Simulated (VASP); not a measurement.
# GaAs (F-43m) in VASP: a series of runs, part 2 of 2

VASP 6.6.1.

## 6. Single point, r2SCAN

Contents of POSCAR:

```
GaAs
1.0
    0.0000000000      2.8330831910      2.8330831910
    2.8330831910      0.0000000000      2.8330831910
    2.8330831910      2.8330831910      0.0000000000
Ga As
1 1
Direct
    0.0000000000      0.0000000000      0.0000000000
    0.2500000000      0.2500000000      0.2500000000
```

Contents of INCAR.step1:

```
SYSTEM = GaAs
ALGO = Normal
EDIFF = 1E-5
ENCUT = 550
GGA = PE
GGA_COMPAT = .FALSE.
ISMEAR = 0
ISYM = 0
LASPH = .TRUE.
LCHARG = .FALSE.
LREAL = .FALSE.
LWAVE = .TRUE.
NBANDS = 16
NELM = 120
PREC = Accurate
SIGMA = 0.01
```

Contents of INCAR.step2:

```
SYSTEM = GaAs
ALGO = Normal
EDIFF = 1E-6
ENCUT = 550
GGA_COMPAT = .FALSE.
ISIF = 2
ISMEAR = 0
ISTART = 1
ISYM = 0
LASPH = .TRUE.
LCHARG = .TRUE.
LELF = .TRUE.
LMIXTAU = .TRUE.
LREAL = .FALSE.
LVHAR = .TRUE.
LWAVE = .FALSE.
METAGGA = R2SCAN
NBANDS = 16
NELM = 120
PREC = Accurate
SIGMA = 0.01
```

Contents of KPOINTS:

```
k-points
0
G
  6 6 6
  0 0 0
```

Potentials or basis: VASP PAW PBE potentials, release 64 (Ga_d, As).

Started as:

```bash
$ cat potpaw_PBE.64/Ga_d/POTCAR potpaw_PBE.64/As/POTCAR > POTCAR
$ cp INCAR.step1 INCAR
$ mpirun -np 1 vasp_std > vasp.out
$ cp INCAR.step2 INCAR
$ mpirun -np 1 vasp_std > vasp.out
```

OUTCAR:

```text
SYSTEM = GaAs
   EDIFF = 1E-6
   ENCUT = 550
   ISIF = 2
   ISMEAR = 0
   ISTART = 1
   ISYM = 0
   LASPH = .TRUE.
   LREAL = .FALSE.
   METAGGA = R2SCAN
   NELM = 120
   PREC = Accurate

 ion  position               nearest neighbor table
   1  0.000  0.000  0.000-   2 2.45   2 2.45   2 2.45   2 2.45
   2  0.250  0.250  0.250-   1 2.45   1 2.45   1 2.45   1 2.45

IMPORTANT INFORMATION: All symmetrisations will be switched off!
NOSYMM: (Re-)initialisation of all symmetry stuff for point group C_1.

[... 593 lines left out ...]
      5     -11.5166      2.00000
      6      -8.3951      2.00000
[... 8 lines left out ...]
     15      15.0409      0.00000
     16      15.1106      0.00000

 [... further k-points ...]
[... 5 lines left out ...]
  --------------------------------------------------------------------------------------
  -------------------------------------------------------------------------------------
  Total        0.0352172      0.0352150      0.0352144      0.0000349      0.0000335      0.0000331
  in kB        1.2406720      1.2405957      1.2405762      0.0012309      0.0011786      0.0011674
  external PRESSURE =       1.2406146 kB  Pullay stress =       0.0000000 kB

 VOLUME and BASIS-vectors are now :
 -----------------------------------------------------------------------------
  energy-cutoff  :      550.00
  volume of cell :       45.48
      direct lattice vectors                 reciprocal lattice vectors
     0.000000000  2.833083191  2.833083191    -0.176486169  0.176486169  0.176486169
     2.833083191  0.000000000  2.833083191     0.176486169 -0.176486169  0.176486169
     2.833083191  2.833083191  0.000000000     0.176486169  0.176486169 -0.176486169

 POSITION                                       TOTAL-FORCE (eV/Angst)
 -----------------------------------------------------------------------------------
      0.00000      0.00000      0.00000        -0.000001     -0.000004      0.000001
      1.41654      1.41654      1.41654         0.000001      0.000004     -0.000001
 -----------------------------------------------------------------------------------
    total drift:                               -0.000000     -0.000003      0.000001

  FREE ENERGIE OF THE ION-ELECTRON SYSTEM (eV)
  ---------------------------------------------------
  free  energy   TOTEN  =       -27.0361290347 eV

  energy  without entropy=      -27.0361290347  energy(sigma->0) =      -27.03612903
```

OUTCAR.step1:

```text
SYSTEM = GaAs
   EDIFF = 1E-5
   ENCUT = 550
   GGA = PE
   ISMEAR = 0
   ISYM = 0
[... 641 lines left out ...]
      0.00000      0.00000      0.00000        -0.000001      0.000005     -0.000005
      1.41654      1.41654      1.41654         0.000001     -0.000005      0.000005
 -----------------------------------------------------------------------------------
    total drift:                               -0.000001     -0.000005      0.000005

  FREE ENERGIE OF THE ION-ELECTRON SYSTEM (eV)
  ---------------------------------------------------
  free  energy   TOTEN  =        -8.2329519476 eV

  energy  without entropy=       -8.2329519476  energy(sigma->0) =       -8.23295195
```

OSZICAR.step1:

```text
N       E                     dE             d eps       ncg     rms          rms(c)
DAV:   1     0.861687882550E+02    0.86169E+02   -0.91829E+03  3680   0.159E+03
DAV:   2    -0.152287560999E+01   -0.87692E+02   -0.83556E+02  4144   0.320E+02
DAV:   3    -0.829184116728E+01   -0.67690E+01   -0.67454E+01  4320   0.680E+01
DAV:   4    -0.839452863323E+01   -0.10269E+00   -0.10267E+00  4480   0.916E+00
DAV:   5    -0.839602681042E+01   -0.14982E-02   -0.14981E-02  4512   0.987E-01    0.289E+00
DAV:   6    -0.825144589878E+01    0.14458E+00   -0.21424E-01  5592   0.796E+00    0.175E+00
DAV:   7    -0.823147979195E+01    0.19966E-01   -0.64817E-02  4464   0.182E+00    0.564E-01
DAV:   8    -0.823241002371E+01   -0.93023E-03   -0.10599E-02  4480   0.116E+00    0.108E-01
DAV:   9    -0.823282816005E+01   -0.41814E-03   -0.97191E-04  4448   0.372E-01    0.511E-02
DAV:  10    -0.823289841542E+01   -0.70255E-04   -0.74435E-05  4896   0.878E-02    0.278E-02
DAV:  11    -0.823295166895E+01   -0.53254E-04   -0.74280E-05  4016   0.650E-02    0.315E-03
DAV:  12    -0.823295194757E+01   -0.27862E-06   -0.11654E-06  3776   0.155E-02
   1 F= -.82329519E+01 E0= -.82329519E+01  d E =-.505884E-51
```

It took 7.4 min on 1 thread of AMD EPYC 7R13, shared host; peak memory 0.22 GiB.

What came out:

* Free energy: -27.0361 eV
* Pressure: 0.1 GPa
* Band gap on the k mesh: 0.94 eV

Levels at points of the mesh, in eV from the valence-band top:
```
           k point  band 7  band 8  band 9  band 10  band 11  band 12
(0.00, 0.00, 0.00)    0.00    0.00    0.00     0.94     4.04     4.04
(0.50, 0.00, 0.00)   -6.78   -1.18   -1.18     1.34     4.98     4.98
(0.00, 0.50, 0.00)   -6.78   -1.18   -1.18     1.34     4.98     4.98
(0.00, 0.00, 0.50)   -6.78   -1.18   -1.18     1.34     4.98     4.98
(0.50, 0.50, 0.50)   -6.78   -1.18   -1.18     1.34     4.98     4.98
(0.50, 0.50, 0.00)   -6.96   -2.75   -2.75     1.77     1.95    10.81
(0.00, 0.50, 0.50)   -6.96   -2.75   -2.75     1.77     1.95    10.81
(0.50, 0.00, 0.50)   -6.96   -2.75   -2.75     1.77     1.95    10.81
```

Caveat: the PAW data sets were made with another functional, which shifts forces and pressure a little.

## 7. Single point, HSE06

POSCAR is that of step 6.

Contents of INCAR.step1:

```
SYSTEM = GaAs
PREC = Accurate ; ENCUT = 400
EDIFF = 1E-5 ; ISMEAR = 0
SIGMA = 0.01 ; LREAL = .FALSE.
LASPH = .TRUE. ; NELM = 120
ALGO = Normal ; ISIF = 2
LWAVE = .TRUE. ; NBANDS = 16
GGA = PE ; GGA_COMPAT = .FALSE.
```

Contents of INCAR.step2:

```
SYSTEM = GaAs
PREC = Accurate ; ENCUT = 400
EDIFF = 1E-6 ; ISMEAR = 0
SIGMA = 0.01 ; LREAL = .FALSE.
LASPH = .TRUE. ; NELM = 120
ALGO = Normal ; ISIF = 2
LWAVE = .FALSE. ; LCHARG = .TRUE.
GGA = PE ; LHFCALC = .TRUE.
HFSCREEN = 0.2079 ; PRECFOCK = Normal
LELF = .TRUE. ; LVHAR = .TRUE.
NBANDS = 16 ; ISTART = 1
GGA_COMPAT = .FALSE.
```

Contents of KPOINTS:

```
Automatic mesh
0
G
  4 4 4
  0 0 0
```

Potentials or basis: VASP PAW PBE potentials, release 64 (Ga_d, As).

Started as:

```bash
$ cat potpaw_PBE.64/Ga_d/POTCAR potpaw_PBE.64/As/POTCAR > POTCAR
$ cp INCAR.step1 INCAR
$ mpirun -np 1 vasp_std > vasp.out
$ cp INCAR.step2 INCAR
$ mpirun -np 1 vasp_std > vasp.out
```

OUTCAR:

```text
SYSTEM = GaAs
   PREC = Accurate
   ENCUT = 400
   EDIFF = 1E-6
   ISMEAR = 0
   LREAL = .FALSE.
   LASPH = .TRUE.
   NELM = 120
   ISIF = 2
   GGA = PE
   LHFCALC = .TRUE.
   HFSCREEN = 0.2079
   PRECFOCK = Normal
   ISTART = 1

 ion  position               nearest neighbor table
   1  0.000  0.000  0.000-   2 2.45   2 2.45   2 2.45   2 2.45
   2  0.250  0.250  0.250-   1 2.45   1 2.45   1 2.45   1 2.45

  LATTYP: Found a face centered cubic cell.
 ALAT       =     5.6661663820

  Lattice vectors:

 A1 = (   0.0000000000,   2.8330831910,   2.8330831910)
 A2 = (   2.8330831910,   0.0000000000,   2.8330831910)
 A3 = (   2.8330831910,   2.8330831910,   0.0000000000)

Analysis of symmetry for initial positions (statically):
=====================================================================
 Subroutine PRICEL returns:
 Original cell was already a primitive cell.

 Routine SETGRP: Setting up the symmetry group for a
 face centered cubic supercell.

 Subroutine GETGRP returns: Found 24 space group operations
 (whereof 24 operations were pure point group operations)
 out of a pool of 48 trial point group operations.

The static configuration has the point symmetry T_d .

Analysis of symmetry for dynamics (positions and initial velocities):
=====================================================================
 Subroutine PRICEL returns:
 Original cell was already a primitive cell.

 Routine SETGRP: Setting up the symmetry group for a
 face centered cubic supercell.

 Subroutine GETGRP returns: Found 24 space group operations
 (whereof 24 operations were pure point group operations)
 out of a pool of 48 trial point group operations.

The dynamic configuration has the point symmetry T_d .

 Subroutine INISYM returns: Found 24 space group operations
 (whereof 24 operations are pure point group operations),
 and found     1 'primitive' translations

[... 101 lines left out ...]
   LORBIT       =      0    0 simple, 1 ext, 2 COOP (PROOUT), +10 PAW based schemes
   GGA     = PE    functional components
   LHFCALC =     T    Hartree Fock is set to
   PRECFOCK=normal    Normal, Fast or Accurate (Low or Medium for compatibility)
   ENCUT4O =  -1.0   cutoff for four orbital integrals eV
   NKREDX  =     1    reduce k-point grid by
   NKREDY  =     1    reduce k-point grid by
   NKREDZ  =     1    reduce k-point grid by
   AEXX    =    0.2500 exact exchange contribution
   HFSCREEN=    0.2079 screening length (either q_TF or 0.3 A-1)
   HFSCREENC=   0.2079 screening length for correlation (either q_TF or 0.3 A-1)
   ENCUTFOCK=  -1.0 apply spherical cutoff to Coloumb kernel
   IVDW    =     0    specifies the selected vdW correction
   LEPSILON=     F    determine dielectric tensor
   LRPA    =     F    only Hartree local field effects (RPA)
 non-spin polarized calculation
 Gauss-broadening in eV      SIGMA  =   0.01
  energy-cutoff  :      400.00
  volume of cell :       45.48
 maximum number of plane-waves:       869
 NGX is ok and might be reduce to    28
  NGX = 20; NGY = 20; NGZ = 20

 number of electron      17.9999987 magnetization

 Free energy of the ion-electron system (eV)
  ---------------------------------------------------
  ext. energy  EPLUGINS =         0.00000000
  ---------------------------------------------------
  free energy    TOTEN  =        -9.71113016 eV

  energy without entropy =       -9.71113016  energy(sigma->0) =       -9.71113016

 E-fermi :   3.5104     XC(G=0):  -7.9247

 val. band max:        3.4580971495   @ k =   0.0000   0.0000   0.0000
 cond. band min:       4.8716430674   @ k =   0.0000   0.0000   0.0000
 fundamental gap:      1.4135459179
 Fermi energy:         3.5103841762

 k-point     1 :       0.0000    0.0000    0.0000
  band No.  band energies     occupation
      1     -13.9180      2.00000
      2     -13.9180      2.00000
      3     -13.9180      2.00000
      4     -13.8388      2.00000
      5     -13.8387      2.00000
      6     -10.4250      2.00000
[... 129 lines left out ...]
      3     -13.8773      2.00000
      4     -13.8487      2.00000
      5     -13.8351      2.00000
      6      -7.6505      2.00000
[... 8 lines left out ...]
     15      16.8701      0.00000
     16      17.9173      0.00000

------------------------ aborting loop because EDIFF is reached ----------------------------------------

  FORCE on cell =-STRESS in cart. coord.  units (eV):
  Direction    XX          YY          ZZ          XY          YZ          ZX
  --------------------------------------------------------------------------------------
  -------------------------------------------------------------------------------------
  Total        0.1551965      0.1551965      0.1551965     -0.0000000      0.0000000     -0.0000000
  in kB        5.4674455      5.4674455      5.4674455     -0.0000000      0.0000000     -0.0000000
  external PRESSURE =       5.4674455 kB  Pullay stress =       0.0000000 kB

 VOLUME and BASIS-vectors are now :
 -----------------------------------------------------------------------------
  energy-cutoff  :      400.00
  volume of cell :       45.48
      direct lattice vectors                 reciprocal lattice vectors
     0.000000000  2.833083191  2.833083191    -0.176486169  0.176486169  0.176486169
     2.833083191  0.000000000  2.833083191     0.176486169 -0.176486169  0.176486169
     2.833083191  2.833083191  0.000000000     0.176486169  0.176486169 -0.176486169

 POSITION                                       TOTAL-FORCE (eV/Angst)
 -----------------------------------------------------------------------------------
      0.00000      0.00000      0.00000         0.000000      0.000000     -0.000000
      1.41654      1.41654      1.41654        -0.000000     -0.000000      0.000000
 -----------------------------------------------------------------------------------
    total drift:                                0.000079      0.000086      0.000054

  FREE ENERGIE OF THE ION-ELECTRON SYSTEM (eV)
  ---------------------------------------------------
  free  energy   TOTEN  =        -9.7111301594 eV

  energy  without entropy=       -9.7111301594  energy(sigma->0) =       -9.71113016
```

OUTCAR.step1:

```text
SYSTEM = GaAs
   PREC = Accurate
   ENCUT = 400
   EDIFF = 1E-5
   ISMEAR = 0
   LREAL = .FALSE.
   LASPH = .TRUE.
[... 355 lines left out ...]
      0.00000      0.00000      0.00000        -0.000000     -0.000000     -0.000000
      1.41654      1.41654      1.41654         0.000000      0.000000      0.000000
 -----------------------------------------------------------------------------------
    total drift:                                0.000001      0.000001      0.000001

  FREE ENERGIE OF THE ION-ELECTRON SYSTEM (eV)
  ---------------------------------------------------
  free  energy   TOTEN  =        -8.0784217470 eV

  energy  without entropy=       -8.0784217470  energy(sigma->0) =       -8.07842175
```

OSZICAR.step1:

```text
N       E                     dE             d eps       ncg     rms          rms(c)
DAV:   1     0.726754515649E+02    0.72675E+02   -0.79928E+03   264   0.135E+03
DAV:   2    -0.312815613494E+01   -0.75804E+02   -0.72400E+02   296   0.263E+02
DAV:   3    -0.819731186517E+01   -0.50692E+01   -0.50559E+01   296   0.591E+01
DAV:   4    -0.826143832887E+01   -0.64126E-01   -0.64120E-01   336   0.723E+00
DAV:   5    -0.826222990932E+01   -0.79158E-03   -0.79157E-03   312   0.751E-01    0.296E+00
DAV:   6    -0.809825016567E+01    0.16398E+00   -0.23875E-01   400   0.818E+00    0.179E+00
DAV:   7    -0.807614611500E+01    0.22104E-01   -0.74721E-02   328   0.187E+00    0.588E-01
DAV:   8    -0.807770553948E+01   -0.15594E-02   -0.12622E-02   320   0.125E+00    0.118E-01
DAV:   9    -0.807825795179E+01   -0.55241E-03   -0.11809E-03   288   0.409E-01    0.538E-02
DAV:  10    -0.807835318223E+01   -0.95230E-04   -0.94931E-05   360   0.959E-02    0.303E-02
DAV:  11    -0.807842152074E+01   -0.68339E-04   -0.94070E-05   288   0.719E-02    0.350E-03
DAV:  12    -0.807842174703E+01   -0.22629E-06   -0.14760E-06   264   0.154E-02
   1 F= -.80784217E+01 E0= -.80784217E+01  d E =-.244777E-16
```

It took 7.8 min on 1 thread of AMD EPYC 7R13, shared host; peak memory 0.23 GiB.

What came out:

| Item | Value |
| --- | --- |
| Free energy | -9.7111 eV |
| Pressure | 0.5 GPa |
| Band gap on the k mesh | 1.41 eV |

Levels at points of the mesh, in eV from the valence-band top:
```tsv
k point	band 7	band 8	band 9	band 10	band 11	band 12
(0.00, 0.00, 0.00)	0.00	0.00	0.00	1.41	4.55	4.55
(0.50, 0.00, 0.00)	-7.15	-1.22	-1.22	1.78	5.46	5.46
(0.50, 0.50, 0.00)	-7.33	-2.87	-2.87	2.10	2.36	11.47
```

Caveat: the k points lie up to 0.48 Å⁻¹ apart; the PAW data sets were made with another functional, which shifts forces and pressure a little.

## 8. Overview

```tsv
level	k mesh	cutoff (eV)	smearing	grid for exact exchange (PRECFOCK)	share of exact exchange	screening parameter	gap on the mesh (eV)	pressure (GPa)
r2SCAN	6 × 6 × 6	550	methfessel-paxton 0.05 eV	-	-	-	0.94	0.1
r2SCAN	6 × 6 × 6	550	gaussian 0.001 eV	-	-	-	0.94	0.1
r2SCAN	6 × 6 × 6	550	gaussian 0.5 eV	-	-	-	0.94	0.2
r2SCAN	6 × 6 × 6, shifted	550	gaussian 0.01 eV	-	-	-	1.51	0.1
r2SCAN	6 × 6 × 6	550	gaussian 0.01 eV	-	-	-	0.94	0.1
HSE06	4 × 4 × 4	400	gaussian 0.01 eV	Normal	0.25	0.2079 1/Å	1.41	0.5
```

Alike in all rows: task single point; potentials or basis VASP PAW PBE potentials, release 64 (Ga_d, As); no spin polarisation; cell as given.

Caveats: some runs use coarse meshes; the PAW data sets were made with another functional, which shifts forces and pressure a little; a shifted mesh leaves out Γ, where band edges can lie (at least some runs).

Total energies depend on the potentials used, so only differences within one code and one set of settings carry meaning.

## 9. How close it comes

Step 2. Measured gap of GaAs: 1.418 eV (direct; 300 K; “Evidence of valence band perturbations in GaAsN/GaAs(001): A combined variable-angle spectroscopic ellipsometry and modulated photoreflectance investigation”, 2008, arxiv:0805.2212). This calculation gives 0.94 eV (-0.48 eV). 3 values of this kind are on record (1.412 to 1.51 eV); this one was drawn at random among those near their median, those with a stated uncertainty first. Spin-orbit coupling on As, Ga is left out. The value is that of r2SCAN on a finite k mesh, which can miss the band edges, without temperature or zero-point motion.

Step 3. A measured gap of GaAs is 1.418 eV (direct; 300 K; “Evidence of valence band perturbations in GaAsN/GaAs(001): A combined variable-angle spectroscopic ellipsometry and modulated photoreflectance investigation”, 2008, arxiv:0805.2212); the calculated 0.94 eV misses it by -0.48 eV. 3 values of this kind are on record (1.412 to 1.51 eV); this one was drawn at random among those near their median, those with a stated uncertainty first. Spin-orbit coupling on As, Ga is left out. The value is that of r2SCAN on a finite k mesh, which can miss the band edges, without temperature or zero-point motion.

Step 4. Measured gap of GaAs: 1.418 eV (direct; 300 K; “Evidence of valence band perturbations in GaAsN/GaAs(001): A combined variable-angle spectroscopic ellipsometry and modulated photoreflectance investigation”, 2008, arxiv:0805.2212). This calculation gives 0.94 eV (-0.48 eV). 3 values of this kind are on record (1.412 to 1.51 eV); this one was drawn at random among those near their median, those with a stated uncertainty first. Spin-orbit coupling on As, Ga is left out. The value is that of r2SCAN on a finite k mesh, which can miss the band edges, without temperature or zero-point motion.

Step 5. Measured direct gap of GaAs: 1.412 eV (direct; 300 K; “Evidence of valence band perturbations in GaAsN/GaAs(001): A combined variable-angle spectroscopic ellipsometry and modulated photoreflectance investigation”, 2008, arxiv:0805.2212). This calculation gives 1.82 eV (+0.40 eV). 3 values of this kind are on record (1.412 to 1.51 eV); this one was drawn at random among those near their median, those with a stated uncertainty first. Spin-orbit coupling on As, Ga is left out. The value is that of r2SCAN on a finite k mesh, which can miss the band edges, without temperature or zero-point motion.

Step 6. Against the measured gap of GaAs, 1.412 eV (direct; 300 K; “Evidence of valence band perturbations in GaAsN/GaAs(001): A combined variable-angle spectroscopic ellipsometry and modulated photoreflectance investigation”, 2008, arxiv:0805.2212), the calculated 0.94 eV is off by -0.47 eV. 3 values of this kind are on record (1.412 to 1.51 eV); this one was drawn at random among those near their median, those with a stated uncertainty first. Spin-orbit coupling on As, Ga is left out. The value is that of r2SCAN on a finite k mesh, which can miss the band edges, without temperature or zero-point motion.
